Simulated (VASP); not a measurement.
# GeSe (Pnma) in VASP: single point with PBE

Aim: the single point of GeSe with PBE.

All numbers are computed with VASP 6.6.1; they aren't measurements. Logs are shortened: lines on timing, memory, paths and dates and some standing lists are left out, and cuts for length are marked.

**1. The cell of the first run**

The structure is orthorhombic, space group Pnma (No. 62). Conventional cell: a = 11.198 Å, b = 3.879 Å, c = 4.534 Å, α = 90.00°, β = 90.00°, γ = 90.00°. Ge (site symmetry m) has 3 Se at 2.59 to 2.60 Å within 3.4 Å. Within 3.4 Å of Se (site symmetry m) lie 3 Ge at 2.59 to 2.60 Å.

**2. Single point, PBE**

The input, INCAR:

```
SYSTEM = GeSe
PREC = Accurate
ENCUT = 500
EDIFF = 1E-6
ISMEAR = 0
SIGMA = 0.02
LREAL = .FALSE.
LASPH = .TRUE.
NELM = 120
ALGO = Normal
ISIF = 2
LWAVE = .FALSE.
LCHARG = .TRUE.
GGA = PE
LELF = .TRUE.
LVHAR = .TRUE.
NBANDS = 50
GGA_COMPAT = .FALSE.
```

The input, KPOINTS:

```
regular mesh
0
G
  4 8 6
  0 0 0
```

The input, POSCAR:

```
GeSe
1.0
   11.1977983059      0.0000000000      0.0000000000
    0.0000000000      3.8790104458      0.0000000000
    0.0000000000      0.0000000000      4.5340424027
Ge Se
4 4
Direct
    0.1266977236      0.2500000000      0.1208305807
    0.8733022764      0.7500000000      0.8791694193
    0.3733022764      0.7500000000      0.6208305807
    0.6266977236      0.2500000000      0.3791694193
    0.8525621784      0.2500000000      0.4992064073
    0.1474378216      0.7500000000      0.5007935927
    0.6474378216      0.7500000000     -0.0007935927
    0.3525621784      0.2500000000      1.0007935927
```

Potentials or basis: VASP PAW PBE potentials, release 64 (Ge_d, Se).

On the command line:

```
$ cat potpaw_PBE.64/Ge_d/POTCAR potpaw_PBE.64/Se/POTCAR > POTCAR
$ mpirun -np 1 vasp_std > vasp.out
```

OUTCAR:

```text
SYSTEM = GeSe
   PREC = Accurate
   ENCUT = 500
   EDIFF = 1E-6
   ISMEAR = 0
   LREAL = .FALSE.
   LASPH = .TRUE.
   NELM = 120
   ISIF = 2
   GGA = PE

 ion  position               nearest neighbor table
   1  0.127  0.250  0.121-   8 2.59   6 2.60   6 2.60
   2  0.873  0.750  0.879-   7 2.59   5 2.60   5 2.60
   3  0.373  0.750  0.621-   6 2.59   8 2.60   8 2.60
   4  0.627  0.250  0.379-   5 2.59   7 2.60   7 2.60
   5  0.853  0.250  0.499-   4 2.59   2 2.60   2 2.60
   6  0.147  0.750  0.501-   3 2.59   1 2.60   1 2.60
   7  0.647  0.750  0.999-   2 2.59   4 2.60   4 2.60
   8  0.353  0.250  0.001-   1 2.59   3 2.60   3 2.60

  LATTYP: Found a simple orthorhombic cell.
 ALAT       =     3.8790104458
 B/A-ratio  =     1.1688657368
 C/A-ratio  =     2.8867667315

  Lattice vectors:

 A1 = (   0.0000000000,   3.8790104458,   0.0000000000)
 A2 = (   0.0000000000,   0.0000000000,   4.5340424027)
 A3 = (  11.1977983059,   0.0000000000,   0.0000000000)

Analysis of symmetry for initial positions (statically):
=====================================================================
 Subroutine PRICEL returns:
 Original cell was already a primitive cell.

 Routine SETGRP: Setting up the symmetry group for a
 simple orthorhombic supercell.

 Subroutine GETGRP returns: Found  8 space group operations
 (whereof  2 operations were pure point group operations)
 out of a pool of  8 trial point group operations.

The static configuration has the point symmetry S_2 .
 The point group associated with its full space group is D_2h.

Analysis of symmetry for dynamics (positions and initial velocities):
=====================================================================
 Subroutine PRICEL returns:
 Original cell was already a primitive cell.

 Routine SETGRP: Setting up the symmetry group for a
 simple orthorhombic supercell.

 Subroutine GETGRP returns: Found  8 space group operations
 (whereof  2 operations were pure point group operations)
 out of a pool of  8 trial point group operations.

The dynamic configuration has the point symmetry S_2 .
 The point group associated with its full space group is D_2h.

 Subroutine INISYM returns: Found  8 space group operations
 (whereof  2 operations are pure point group operations),
 and found     1 'primitive' translations

----------------------------------------------------------------------------------------

[... 104 lines left out ...]
   EDIFF  = 0.1E-05   stopping-criterion for ELM
   LREAL  =      F    real-space projection
   EDIFFG = 0.1E-04   stopping-criterion for IOM
   NSW    =      0    number of steps for IOM
   IBRION =     -1    ionic relax: 0-MD 1-quasi-New 2-CG
   NFREE  =      0    steps in history (QN), initial steepest desc. (CG)
   ISIF   =      2    stress and relaxation
   ISYM   =      2    0-nonsym 1-usesym 2-fastsym
   POTIM  = 0.5000    time-step for ionic-motion
   TEBEG  =    0.0;   TEEND  =   0.0 temperature during run
   PSTRESS=    0.0 pullay stress
   NELECT =      80.0000    total number of electrons
   NUPDOWN=      -1.0000    fix difference up-down
   EMIN   =  10.00;   EMAX   =-10.00  energy-range for DOS
   EFERMI =   0.00;   METHOD = LEGACY
   ISMEAR =     0;   SIGMA  =   0.02  broadening in eV -4-tet -1-fermi 0-gaus
   EFERMI_NEDOS =   21; number of points for ismear=-14 and -15
   IALGO  =     38    algorithm
   IMIX   =      4    mixing-type and parameters
     AMIX     =   0.40;   BMIX     =  1.00
     AMIX_MAG =   1.60;   BMIX_MAG =  1.00
  volume/ion in A,a.u.               =      24.62       166.13
  Fermi-wavevector in a.u.,A,eV,Ry     =   1.212435  2.291170 20.000543  1.469998
  Thomas-Fermi vector in A             =   2.347919
   LORBIT       =      0    0 simple, 1 ext, 2 COOP (PROOUT), +10 PAW based schemes
   GGA     = PE    functional components
   LHFCALC =     F    Hartree Fock is set to
   AEXX    =    0.0000 exact exchange contribution
   IVDW    =     0    specifies the selected vdW correction
   LEPSILON=     F    determine dielectric tensor
   LRPA    =     F    only Hartree local field effects (RPA)
 non-spin polarized calculation
 Gauss-broadening in eV      SIGMA  =   0.02
  energy-cutoff  :      500.00
  volume of cell :      196.94
 maximum number of plane-waves:      5048
 NGX is ok and might be reduce to    84
   NGX = 41   NGY = 15   NGZ = 17

 number of electron      80.0000054 magnetization

 Free energy of the ion-electron system (eV)
  ---------------------------------------------------
  ext. energy  EPLUGINS =         0.00000000
  ---------------------------------------------------
  free energy    TOTEN  =       -33.87815649 eV

  energy without entropy =      -33.87815649  energy(sigma->0) =      -33.87815649

 E-fermi :   3.7434     XC(G=0):  -9.5824

 val. band max:        3.6560898224   @ k =   0.0000   0.0000   0.3333
 cond. band min:       4.5278187744   @ k =   0.0000   0.0000   0.0000
 fundamental gap:      0.8717289519
 Fermi energy:         3.7433604649

 k-point     1 :       0.0000    0.0000    0.0000
  band No.  band energies     occupation
      1     -20.8353      2.00000
      2     -20.8341      2.00000
      3     -20.8327      2.00000
      4     -20.8321      2.00000
      5     -20.8313      2.00000
      6     -20.8313      2.00000
[... 1261 lines left out ...]
     49       8.0380      0.00000
     50       8.0380      0.00000

 [... further k-points ...]
[... 5 lines left out ...]
  --------------------------------------------------------------------------------------
  -------------------------------------------------------------------------------------
  Total       -0.0299491      0.0068652     -0.0044652      0.0000000      0.0000000      0.0000000
  in kB       -0.2436436      0.0558498     -0.0363255      0.0000000      0.0000000      0.0000000
  external PRESSURE =      -0.0747064 kB  Pullay stress =       0.0000000 kB

 VOLUME and BASIS-vectors are now :
 -----------------------------------------------------------------------------
  energy-cutoff  :      500.00
  volume of cell :      196.94
      direct lattice vectors                 reciprocal lattice vectors
    11.197798306  0.000000000  0.000000000     0.089303270  0.000000000  0.000000000
     0.000000000  3.879010446  0.000000000     0.000000000  0.257797707  0.000000000
     0.000000000  0.000000000  4.534042403     0.000000000  0.000000000  0.220553738

 POSITION                                       TOTAL-FORCE (eV/Angst)
 -----------------------------------------------------------------------------------
      1.41874      0.96975      0.54785        -0.010553      0.000000     -0.012992
      9.77906      2.90926      3.98619         0.010553     -0.000000      0.012992
      4.18016      2.90926      2.81487         0.010553     -0.000000     -0.012992
      7.01763      0.96975      1.71917        -0.010553     -0.000000      0.012992
      9.54682      0.96975      2.26342         0.006501     -0.000000     -0.012774
      1.65098      2.90926      2.27062        -0.006501      0.000000      0.012774
      7.24988      2.90926      4.53044        -0.006501     -0.000000     -0.012774
      3.94792      0.96975      0.00360         0.006501     -0.000000      0.012774
 -----------------------------------------------------------------------------------
    total drift:                                0.000000     -0.000000     -0.000000

  FREE ENERGIE OF THE ION-ELECTRON SYSTEM (eV)
  ---------------------------------------------------
  free  energy   TOTEN  =       -33.8781564908 eV

  energy  without entropy=      -33.8781564908  energy(sigma->0) =      -33.87815649
```

stdout:

```text
POSCAR found type information on POSCAR GeSe
 POSCAR found :  2 types and       8 ions
 scaLAPACK will be used
 LDA part: xc-table for (Slater+PW92), standard interpolation
 POSCAR, INCAR and KPOINTS ok, starting setup
 FFT: planning ... GRIDC
 FFT: planning ... GRID_SOFT
 FFT: planning ... GRID
 WAVECAR not read
 entering main loop
```

Wall time 3.5 min (1 thread of Intel Xeon 6975P-C (Granite Rapids), shared host); peak memory 0.54 GiB.

What came out:

```yaml
Free_energy: -33.8782 eV
Pressure: 0.0 GPa
Largest_force: 0.017 eV/Å
Band_gap_on_the_k_mesh: 0.87 eV, indirect (least direct gap 0.97 eV)
```

Forces in eV/Å, atoms in the order of the input:
```
Ge  -0.011  0.000 -0.013
Ge   0.011  0.000  0.013
Ge   0.011  0.000 -0.013
Ge  -0.011  0.000  0.013
Se   0.007  0.000 -0.013
Se  -0.007  0.000  0.013
Se  -0.007  0.000 -0.013
Se   0.007  0.000  0.013
```

A k mesh can miss the band edges.
